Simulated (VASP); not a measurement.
# In (P6_3/mmc) in VASP: notebook, part 2 of 2

VASP 6.6.1.

## Step 4: Relaxation of cell and atoms, PBE, target pressure 16 GPa, at which the enthalpy is minimised

This run uses another cell than the first one, of 21.74 Å³/atom.

File INCAR:

```
SYSTEM = In
PREC = Accurate
ENCUT = 500
EDIFF = 1E-7
ISMEAR = -1
SIGMA = 0.08
LREAL = .FALSE.
LASPH = .TRUE.
NELM = 120
ALGO = Normal
ISIF = 3
LWAVE = .FALSE.
LCHARG = .FALSE.
GGA = PE
IBRION = 2
NSW = 60
EDIFFG = -0.005
PSTRESS = 160.0
GGA_COMPAT = .FALSE.
NELMIN = 4
```

File KPOINTS:

```
Automatic mesh
0
G
  14 14 8
  0 0 0
```

File POSCAR:

```
In
1.0
    3.1411509431      0.0000000000      0.0000000000
   -1.5705754715      2.7203165138      0.0000000000
    0.0000000000      0.0000000000      5.0886645278
In
2
Direct
    0.3333333333      0.6666666667      0.2500000000
    0.6666666667      0.3333333333      0.7500000000
```

Potentials or basis: VASP PAW PBE potentials, release 64 (In_d).

On the command line:

```console
> cat potpaw_PBE.64/In_d/POTCAR > POTCAR
> mpirun -np 1 vasp_std > vasp.out
```

OUTCAR:

```text
SYSTEM = In
   PREC = Accurate
   ENCUT = 500
   EDIFF = 1E-7
   ISMEAR = -1
   LREAL = .FALSE.
   LASPH = .TRUE.
   NELM = 120
   ISIF = 3
   GGA = PE
   IBRION = 2
   NSW = 60
   EDIFFG = -0.005
   PSTRESS = 160.0
   NELMIN = 4

 ion  position               nearest neighbor table
   1  0.333  0.667  0.250-   2 3.12   2 3.12   2 3.12   2 3.12   2 3.12   2 3.12
   2  0.667  0.333  0.750-   1 3.12   1 3.12   1 3.12   1 3.12   1 3.12   1 3.12

  LATTYP: Found a hexagonal cell.
 ALAT       =     3.1411509431
 C/A-ratio  =     1.6200000000

  Lattice vectors:

 A1 = (   3.1411509431,   0.0000000000,   0.0000000000)
 A2 = (  -1.5705754715,   2.7203165138,   0.0000000000)
 A3 = (   0.0000000000,   0.0000000000,   5.0886645278)

Analysis of symmetry for initial positions (statically):
=====================================================================
 Subroutine PRICEL returns:
 Original cell was already a primitive cell.

 Routine SETGRP: Setting up the symmetry group for a
 hexagonal supercell.

 Subroutine GETGRP returns: Found 24 space group operations
 (whereof 12 operations were pure point group operations)
 out of a pool of 24 trial point group operations.

The static configuration has the point symmetry D_3d.
 The point group associated with its full space group is D_6h.

Analysis of symmetry for dynamics (positions and initial velocities):
=====================================================================
 Subroutine PRICEL returns:
 Original cell was already a primitive cell.

 Routine SETGRP: Setting up the symmetry group for a
 hexagonal supercell.

 Subroutine GETGRP returns: Found 24 space group operations
 (whereof 12 operations were pure point group operations)
 out of a pool of 24 trial point group operations.

The dynamic configuration has the point symmetry D_3d.
 The point group associated with its full space group is D_6h.

 Subroutine INISYM returns: Found 24 space group operations
[... 128 lines left out ...]
 conjugate gradient relaxation of ions
 non-spin polarized calculation
  energy-cutoff  :      500.00
  volume of cell :       43.48
 maximum number of plane-waves:      1126
 NGX is ok and might be reduce to    24
   NGX = 11   NGY = 11   NGZ = 19

--------------------------------------- Ionic step        1  -------------------------------------------

 number of electron      25.9999999 magnetization

 Free energy of the ion-electron system (eV)
  ---------------------------------------------------
  ext. energy  EPLUGINS =         0.00000000
  ---------------------------------------------------
  free energy    TOTEN  =        -4.65748465 eV

  energy without entropy =       -4.63701104  energy(sigma->0) =       -4.64724785

------------------------ aborting loop because EDIFF is reached ----------------------------------------

  FORCE on cell =-STRESS in cart. coord.  units (eV):
  Direction    XX          YY          ZZ          XY          YZ          ZX
  --------------------------------------------------------------------------------------
  -------------------------------------------------------------------------------------
  Total        4.1341008      4.1341008      4.4873756      0.0000000      0.0000000      0.0000000
  in kB      152.3279454    152.3279454    165.3449504      0.0000000      0.0000000      0.0000000
  external PRESSURE =      -3.3330530 kB  Pullay stress =     160.0000000 kB
[... 97 lines left out ...]
  energy  without entropy=       -4.5787048761  energy(sigma->0) =       -4.58878505

  enthalpy is  TOTEN    =        -0.3177778304 eV   P V=        4.2810874032

[... ionic steps 4 to 7 ...]

--------------------------------------- Ionic step        8  -------------------------------------------

 number of electron      26.0000011 magnetization

------------------------ aborting loop because EDIFF is reached ----------------------------------------
[... 33 lines left out ...]
--------------------------------------- Ionic step        9  -------------------------------------------

 number of electron      26.0000016 magnetization

 E-fermi :   9.9970     XC(G=0): -11.1808

 val. band max:        9.9751114943   @ k =   0.4286   0.1429   0.1250
 cond. band min:      10.0617817747   @ k =   0.3571   0.2143   0.1250
 fundamental gap:      0.0866702804
 Fermi energy:         9.9970144325

 k-point     1 :       0.0000    0.0000    0.0000
  band No.  band energies     occupation
      1      -5.2006      2.00000
      2      -5.0660      2.00000
      3      -4.9958      2.00000
      4      -4.9958      2.00000
      5      -4.9498      2.00000
      6      -4.9498      2.00000
[... 508 lines left out ...]
--------------------------------------- Ionic step       10  -------------------------------------------

 number of electron      26.0000016 magnetization

 Free energy of the ion-electron system (eV)
  ---------------------------------------------------
  ext. energy  EPLUGINS =         0.00000000
  ---------------------------------------------------
  free energy    TOTEN  =        -4.64736276 eV

  energy without entropy =       -4.62836628  energy(sigma->0) =       -4.63786452

 E-fermi :  10.0083     XC(G=0): -11.1848

 val. band max:        9.9859848276   @ k =   0.4286   0.1429   0.1250
 cond. band min:      10.0727104986   @ k =   0.3571   0.2143   0.1250
 fundamental gap:      0.0867256709
 Fermi energy:        10.0083223340

 k-point     1 :       0.0000    0.0000    0.0000
  band No.  band energies     occupation
      1      -5.1918      2.00000
      2      -5.0567      2.00000
      3      -4.9864      2.00000
      4      -4.9864      2.00000
      5      -4.9402      2.00000
      6      -4.9402      2.00000
[... 504 lines left out ...]
  energy  without entropy=       -4.6283662845  energy(sigma->0) =       -4.63786452

  enthalpy is  TOTEN    =        -0.3215361073 eV   P V=        4.3258266573

 reached required accuracy - stopping structural energy minimisation
```

Run time: 5 min. Hardware: 1 thread of Intel Xeon Platinum 8488C (Sapphire Rapids), shared host; peak memory 0.21 GiB.

Results:

```
Free energy                                                : -4.6474 eV
Relaxed volume                                             : 21.66 Å³/atom
Relaxed cell                                               : a = 3.100 Å, b = 3.100 Å, c = 5.206 Å, α = 90.00°, β = 90.00°, γ = 120.00°
Space group after relaxing (to 0.1 Å)                      : P6_3/mmc (No. 194)
Energy change on relaxing (the run minimises the enthalpy) : +5.1 meV/atom
Ionic steps                                                : 10
Pressure after relaxing                                    : 16.0 GPa
Band gap on the k mesh                                     : zero (bands 13 and 14 overlap by 7.28 eV)
```

Step by step:
```tsv
step	energy change (eV)	largest force (eV/Å)	pressure (GPa)	volume (Å³)
1	0.0000	0.0000	15.67	43.48
2	0.0265	0.0000	16.34	43.20
3	0.0586	0.0000	17.16	42.87
4	0.0578	0.0000	17.15	42.87
5	0.0562	0.0000	17.13	42.87
6	0.0578	0.0000	17.14	42.87
7	0.0560	0.0000	17.12	42.87
8	0.0390	0.0000	16.71	43.03
9	0.0067	0.0000	15.91	43.35
10	0.0101	0.0000	16.01	43.32
```

Final structure:
```
CELL_PARAMETERS angstrom
3.09951 0.00000 0.00000
-1.54975 2.68425 0.00000
0.00000 0.00000 5.20648
ATOMIC_POSITIONS crystal
In 0.33333 0.66667 0.25000
In 0.66667 0.33333 0.75000
```

Levels at points of the mesh, in eV from the Fermi level:
```tsv
k point	band 9	band 10	band 11	band 12	band 13	band 14	band 15	band 16	band 17
(0.00, 0.00, 0.00)	-14.53	-14.53	-11.10	-4.87	-4.51	10.07	10.07	11.23	11.38
(0.50, 0.00, 0.00)	-14.47	-14.44	-5.25	-4.93	0.14	0.62	0.71	2.99	4.64
(0.00, 0.00, 0.50)	-14.63	-14.63	-9.52	-9.52	3.03	3.03	11.22	11.22	11.22
(0.50, 0.00, 0.50)	-14.45	-14.45	-3.91	-3.91	-3.18	-3.18	6.45	6.45	6.83
```

Caveat: the cell is relaxed towards a set pressure, so the run minimises the enthalpy, not the energy; spin-orbit coupling is left out, which moves the levels of the heavy elements.

## Step 5: Overview

```tsv
task	cell	gap on the mesh (eV)	pressure (GPa)
single point	a = 3.099, b = 3.099, c = 5.208 Å, angles 90.0, 90.0, 120.0°, 2 atoms	none	16.0
relaxation of cell and atoms	relaxed to 16 GPa from a = 3.099, b = 3.099, c = 5.208 Å, angles 90.0, 90.0, 120.0°, 2 atoms	none	16.0
relaxation of cell and atoms	relaxed to 16 GPa from a = 3.141, b = 3.141, c = 5.089 Å, angles 90.0, 90.0, 120.0°, 2 atoms	none	16.0
```

Alike in all rows: level PBE; potentials or basis VASP PAW PBE potentials, release 64 (In_d); no spin polarisation; k mesh 14 × 14 × 8; cutoff (eV) 500; smearing fermi-dirac 0.08 eV.

Caveats: spin-orbit coupling is left out, which moves the levels of the heavy elements; the cell is relaxed towards a set pressure, so the run minimises the enthalpy, not the energy (at least some runs); the cell stands under pressure (at least some runs); the relaxation stopped at its first step, so nothing moved (at least some runs).

Total energies depend on the potentials used, so only differences within one code and one set of settings carry meaning.
